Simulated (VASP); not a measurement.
# KZnF3 (P4/mmm) in VASP: single point with r2SCAN

Aim: the single point of KZnF3 with r2SCAN.

Program: VASP 6.6.1. These are calculated values, not measurements. Logs are shortened: lines on timing, memory, paths and dates and some standing lists are left out, and cuts for length are marked.

## (1) The cell of the first run

The structure is tetragonal, space group P4/mmm (No. 123). The conventional cell has a = 4.050 Å, b = 4.050 Å, c = 4.657 Å, α = 90.00°, β = 90.00°, γ = 90.00°. Within 3.8 Å of K (site symmetry 4/mmm) lie 12 F at 2.86 to 3.09 Å and 8 Zn at 3.69 Å. Zn (site symmetry 4/mmm) has 6 F at 2.02 to 2.33 Å within 2.7 Å. Within 2.7 Å of F (site symmetry mmm) lie 2 Zn at 2.02 Å. Within 3.1 Å of F (site symmetry 4/mmm) lie 2 Zn at 2.33 Å and 4 K at 2.86 Å and 8 F at 3.09 Å.

## (2) Single point, r2SCAN (strain +0.1500 x Voigt [0, 1, 0, 0, 0, 0])

POSCAR

```
KZnF3
1.0
    4.0500000000      0.0000000000      0.0000000000
    0.0000000000      4.6575000000      0.0000000000
    0.0000000000      0.0000000000      4.0500000000
K Zn F
1 1 3
Direct
    0.0000000000      0.0000000000      0.0000000000
    0.5000000000      0.5000000000      0.5000000000
    0.5000000000      0.5000000000      0.0000000000
    0.0000000000      0.5000000000      0.5000000000
    0.5000000000      0.0000000000      0.5000000000
```

INCAR.step1

```
ALGO = Normal
EDIFF = 1E-4
ENCUT = 520
GGA = PE
ISMEAR = 0
LASPH = True
LCHARG = False
LREAL = False
LWAVE = True
NBANDS = 29
NELM = 60
PREC = Accurate
SIGMA = 0.05
```

INCAR.step2

```
ALGO = Normal
EDIFF = 1E-7
ENCUT = 520
ISIF = 2
ISMEAR = 0
ISTART = 1
LASPH = True
LCHARG = False
LMIXTAU = True
LREAL = False
LWAVE = False
METAGGA = R2SCAN
NBANDS = 29
NELM = 60
PREC = Accurate
SIGMA = 0.05
```

KPOINTS

```
k-points
0
Gamma
  6 6 6
```

Potentials or basis: VASP PAW PBE potentials, release 64 (K_sv, Zn, F).

Started as:

```console
cat potpaw_PBE.64/K_sv/POTCAR potpaw_PBE.64/Zn/POTCAR potpaw_PBE.64/F/POTCAR > POTCAR
cp INCAR.step1 INCAR
mpirun -np 1 vasp_std > vasp.out
cp INCAR.step2 INCAR
mpirun -np 1 vasp_std > vasp.out
```

OUTCAR:

```text
EDIFF = 1E-7
   ENCUT = 520
   ISIF = 2
   ISMEAR = 0
   ISTART = 1
   LASPH = True
   LREAL = False
   METAGGA = R2SCAN
   NELM = 60
   PREC = Accurate

 ion  position               nearest neighbor table
   1  0.000  0.000  0.000-
   2  0.500  0.500  0.500-   3 2.02   4 2.02   3 2.02   4 2.02   5 2.33   5 2.33
   3  0.500  0.500  0.000-   2 2.02   2 2.02
   4  0.000  0.500  0.500-   2 2.02   2 2.02
   5  0.500  0.000  0.500-   2 2.33   2 2.33

  LATTYP: Found a simple tetragonal cell.
 ALAT       =     4.0500000000
 C/A-ratio  =     1.1500000000

  Lattice vectors:

 A1 = (  -4.0500000000,   0.0000000000,   0.0000000000)
 A2 = (   0.0000000000,   0.0000000000,   4.0500000000)
 A3 = (   0.0000000000,   4.6575000000,   0.0000000000)

Analysis of symmetry for initial positions (statically):
=====================================================================
 Subroutine PRICEL returns:
 Original cell was already a primitive cell.

 Routine SETGRP: Setting up the symmetry group for a
 simple tetragonal supercell.

 Subroutine GETGRP returns: Found 16 space group operations
 (whereof 16 operations were pure point group operations)
 out of a pool of 16 trial point group operations.

The static configuration has the point symmetry D_4h.

Analysis of symmetry for dynamics (positions and initial velocities):
=====================================================================
 Subroutine PRICEL returns:
 Original cell was already a primitive cell.

 Routine SETGRP: Setting up the symmetry group for a
 simple tetragonal supercell.

 Subroutine GETGRP returns: Found 16 space group operations
 (whereof 16 operations were pure point group operations)
 out of a pool of 16 trial point group operations.

The dynamic configuration has the point symmetry D_4h.

 Subroutine INISYM returns: Found 16 space group operations
 (whereof 16 operations are pure point group operations),
 and found     1 'primitive' translations

----------------------------------------------------------------------------------------

                                     Primitive cell

  volume of cell :      76.3946

  direct lattice vectors                    reciprocal lattice vectors
     4.050000000  0.000000000  0.000000000     0.246913580  0.000000000  0.000000000
     0.000000000  4.657500000  0.000000000     0.000000000  0.214707461  0.000000000
     0.000000000  0.000000000  4.050000000     0.000000000  0.000000000  0.246913580

  length of vectors
     4.050000000  4.657500000  4.050000000     0.246913580  0.214707461  0.246913580

  position of ions in fractional coordinates (direct lattice)
     0.000000000  0.000000000  0.000000000
     0.500000000  0.500000000  0.500000000
     0.500000000  0.500000000  0.000000000
     0.000000000  0.500000000  0.500000000
     0.500000000  0.000000000  0.500000000

  ion indices of the primitive-cell ions
   primitive index   ion index
                 1           1
                 2           2
                 3           3
                 4           4
                 5           5

----------------------------------------------------------------------------------------

 KPOINTS: k-points

Automatic generation of k-mesh.
 Grid dimensions read from file:
 generate k-points for:    6    6    6

 Generating k-lattice:

  Cartesian coordinates                     Fractional coordinates (reciprocal lattice)
     0.041152263  0.000000000  0.000000000     0.166666667  0.000000000  0.000000000
     0.000000000  0.035784577  0.000000000     0.000000000  0.166666667  0.000000000
     0.000000000  0.000000000  0.041152263     0.000000000  0.000000000  0.166666667

  Length of vectors
     0.041152263  0.035784577  0.041152263

  Shift w.r.t. Gamma in fractional coordinates (k-lattice)
     0.000000000  0.000000000  0.000000000

 Subroutine IBZKPT returns following result:
 ===========================================

 Found     40 irreducible k-points:

 Following reciprocal coordinates:
            Coordinates               Weight
  0.000000  0.000000  0.000000      1.000000
  0.166667  0.000000  0.000000      4.000000
  0.333333  0.000000  0.000000      4.000000
  0.500000  0.000000  0.000000      2.000000
  0.000000  0.166667  0.000000      2.000000
  0.166667  0.166667  0.000000      8.000000
[... 16 lines left out ...]
  0.166667  0.333333  0.166667      8.000000
  0.333333  0.333333  0.166667     16.000000
 [... further k-points ...]
   k-points           NKPTS =     40   k-points in BZ     NKDIM =     40   number of bands    NBANDS=     29
   number of dos      NEDOS =    301   number of ions     NIONS =      5
   total plane-waves  NPLWV =  32400
   dimension x,y,z NGX =    30 NGY =   36 NGZ =   30
   dimension x,y,z NGXF=    60 NGYF=   72 NGZF=   60
   ions per type =               1   1   3
   NGX,Y,Z   is equivalent  to a cutoff of  12.31, 12.85, 12.31 a.u.
   NGXF,Y,Z  is equivalent  to a cutoff of  24.63, 25.70, 24.63 a.u.
 SYSTEM =  unknown system
   PREC   = accura    normal or accurate (medium, high low for compatibility)
   ISTART =      1    job   : 0-new  1-cont  2-samecut
   ICHARG =      0    charge: 1-file 2-atom 10-const
   ISPIN  =      1    spin polarized calculation?
   LNONCOLLINEAR =      F non collinear calculations
   LSORBIT =      F    spin-orbit coupling
   LASPH  =      T    aspherical Exc in radial PAW
   ENCUT  =  520.0 eV  38.22 Ry    6.18 a.u.   7.53  8.66  7.53*2*pi/ulx,y,z
   NELM   =     60;   NELMIN=  2; NELMDL=  0     # of ELM steps
   EDIFF  = 0.1E-06   stopping-criterion for ELM
   LREAL  =      F    real-space projection
   EDIFFG = 0.1E-05   stopping-criterion for IOM
   NSW    =      0    number of steps for IOM
   IBRION =     -1    ionic relax: 0-MD 1-quasi-New 2-CG
   NFREE  =      0    steps in history (QN), initial steepest desc. (CG)
   ISIF   =      2    stress and relaxation
   ISYM   =      2    0-nonsym 1-usesym 2-fastsym
   POTIM  = 0.5000    time-step for ionic-motion
   TEBEG  =    0.0;   TEEND  =   0.0 temperature during run
   PSTRESS=    0.0 pullay stress
   NELECT =      42.0000    total number of electrons
   NUPDOWN=      -1.0000    fix difference up-down
   EMIN   =  10.00;   EMAX   =-10.00  energy-range for DOS
   EFERMI =   0.00;   METHOD = LEGACY
   ISMEAR =     0;   SIGMA  =   0.05  broadening in eV -4-tet -1-fermi 0-gaus
   EFERMI_NEDOS =   21; number of points for ismear=-14 and -15
   IALGO  =     38    algorithm
   IMIX   =      4    mixing-type and parameters
     AMIX     =   0.40;   BMIX     =  1.00
     AMIX_MAG =   1.60;   BMIX_MAG =  1.00
  volume/ion in A,a.u.               =      15.28       103.11
  Fermi-wavevector in a.u.,A,eV,Ry     =   1.341128  2.534365 24.471776  1.798625
  Thomas-Fermi vector in A             =   2.469386
   LORBIT       =      0    0 simple, 1 ext, 2 COOP (PROOUT), +10 PAW based schemes
   METAGGA = R2SCAN    functional components
   LHFCALC =     F    Hartree Fock is set to
   AEXX    =    0.0000 exact exchange contribution
   IVDW    =     0    specifies the selected vdW correction
   LEPSILON=     F    determine dielectric tensor
   LRPA    =     F    only Hartree local field effects (RPA)
 non-spin polarized calculation
 Gauss-broadening in eV      SIGMA  =   0.05
  energy-cutoff  :      520.00
  volume of cell :       76.39
 maximum number of plane-waves:      2081
   NGX = 15   NGY = 17   NGZ = 15

 number of electron      41.9999992 magnetization

 Free energy of the ion-electron system (eV)
  ---------------------------------------------------
  ext. energy  EPLUGINS =         0.00000000
  ---------------------------------------------------
  free energy    TOTEN  =       -37.95639932 eV

  energy without entropy =      -37.95639932  energy(sigma->0) =      -37.95639932

 E-fermi :  -1.8885     XC(G=0):  -9.6953

 val. band max:       -2.2236807399   @ k =   0.5000   0.5000   0.5000
 cond. band min:       1.7383190265   @ k =   0.0000   0.0000   0.0000
 fundamental gap:      3.9619997664
 Fermi energy:        -1.8884721585

 k-point     1 :       0.0000    0.0000    0.0000
  band No.  band energies     occupation
      1     -30.2991      2.00000
      2     -24.6672      2.00000
      3     -24.2317      2.00000
      4     -23.3318      2.00000
      5     -13.0583      2.00000
      6     -12.9651      2.00000
[... 21 lines left out ...]
     28      10.0888      0.00000
     29      10.2059      0.00000

 k-point     2 :       0.1667    0.0000    0.0000
  band No.  band energies     occupation
      1     -30.2953      2.00000
      2     -24.6317      2.00000
      3     -24.2517      2.00000
      4     -23.3372      2.00000
      5     -13.0503      2.00000
      6     -12.9779      2.00000
[... 21 lines left out ...]
     28      10.0709      0.00000
     29      10.6788      0.00000

 k-point     3 :       0.3333    0.0000    0.0000
  band No.  band energies     occupation
      1     -30.2879      2.00000
      2     -24.5409      2.00000
      3     -24.3115      2.00000
      4     -23.3479      2.00000
      5     -13.0341      2.00000
      6     -13.0032      2.00000
[... 21 lines left out ...]
     28      10.0342      0.00000
     29      11.4703      0.00000

 k-point     4 :       0.5000    0.0000    0.0000
  band No.  band energies     occupation
      1     -30.2841      2.00000
      2     -24.4586      2.00000
      3     -24.3777      2.00000
      4     -23.3529      2.00000
      5     -13.0259      2.00000
      6     -13.0156      2.00000
[... 21 lines left out ...]
     28      10.2991      0.00000
     29      11.3654      0.00000

 k-point     5 :       0.0000    0.1667    0.0000
  band No.  band energies     occupation
      1     -30.2980      2.00000
      2     -24.6664      2.00000
      3     -24.2313      2.00000
      4     -23.3344      2.00000
      5     -13.0513      2.00000
      6     -12.9625      2.00000
[... 21 lines left out ...]
     28      10.1235      0.00000
     29      10.2147      0.00000
[... 510 lines left out ...]
     28       9.9713      0.00000
     29      11.0864      0.00000

 k-point    22 :       0.5000    0.1667    0.1667
  band No.  band energies     occupation
      1     -30.2808      2.00000
      2     -24.4352      2.00000
      3     -24.3780      2.00000
      4     -23.3526      2.00000
      5     -13.0391      2.00000
      6     -13.0275      2.00000
[... 21 lines left out ...]
     28       9.9659      0.00000
     29      11.2412      0.00000

 k-point    23 :       0.1667    0.3333    0.1667
  band No.  band energies     occupation
      1     -30.2891      2.00000
      2     -24.5941      2.00000
      3     -24.2667      2.00000
      4     -23.3449      2.00000
      5     -13.0397      2.00000
      6     -12.9946      2.00000
[... 21 lines left out ...]
     28      10.0404      0.00000
     29      10.5822      0.00000

 k-point    24 :       0.3333    0.3333    0.1667
  band No.  band energies     occupation
      1     -30.2827      2.00000
      2     -24.5096      2.00000
      3     -24.3165      2.00000
      4     -23.3495      2.00000
      5     -13.0433      2.00000
      6     -13.0309      2.00000
[... 21 lines left out ...]
     28      10.0898      0.00000
     29      10.7826      0.00000

 [... further k-points ...]
[... 5 lines left out ...]
  --------------------------------------------------------------------------------------
  -------------------------------------------------------------------------------------
  Total       -2.5838995     -4.9215213     -2.5838995     -0.0000000      0.0000000      0.0000000
  in kB      -54.1905166   -103.2160037    -54.1905166     -0.0000000      0.0000000      0.0000000
  external PRESSURE =     -70.5323456 kB  Pullay stress =       0.0000000 kB

 VOLUME and BASIS-vectors are now :
 -----------------------------------------------------------------------------
  energy-cutoff  :      520.00
  volume of cell :       76.39
      direct lattice vectors                 reciprocal lattice vectors
     4.050000000  0.000000000  0.000000000     0.246913580  0.000000000  0.000000000
     0.000000000  4.657500000  0.000000000     0.000000000  0.214707461  0.000000000
     0.000000000  0.000000000  4.050000000     0.000000000  0.000000000  0.246913580

 POSITION                                       TOTAL-FORCE (eV/Angst)
 -----------------------------------------------------------------------------------
      0.00000      0.00000      0.00000         0.000000      0.000000      0.000000
      2.02500      2.32875      2.02500         0.000000      0.000000      0.000000
      2.02500      2.32875      0.00000         0.000000      0.000000      0.000000
      0.00000      2.32875      2.02500         0.000000      0.000000      0.000000
      2.02500      0.00000      2.02500         0.000000      0.000000      0.000000
 -----------------------------------------------------------------------------------
    total drift:                                0.000000      0.000000     -0.000000

  FREE ENERGIE OF THE ION-ELECTRON SYSTEM (eV)
  ---------------------------------------------------
  free  energy   TOTEN  =       -37.9563993245 eV

  energy  without entropy=      -37.9563993245  energy(sigma->0) =      -37.95639932
```

It took 10 min on 1 thread of AMD EPYC 7R13, shared host; peak memory 0.2 GiB.

Results:

```yaml
Free_energy: -37.9564 eV
Pressure: -7.1 GPa
Band_gap_on_the_k_mesh: 3.96 eV (least direct gap 5.19 eV)
```

Stress tensor (GPa, compression positive):
```
 -5.42   0.00   0.00
  0.00 -10.32   0.00
  0.00   0.00  -5.42
```

Caveat: the cell differs from its parent crystal (strain +0.1500 x Voigt [0, 1, 0, 0, 0, 0]); the cell stands under tension; the PAW data sets were made with another functional, which shifts forces and pressure a little. A k mesh can miss the band edges.
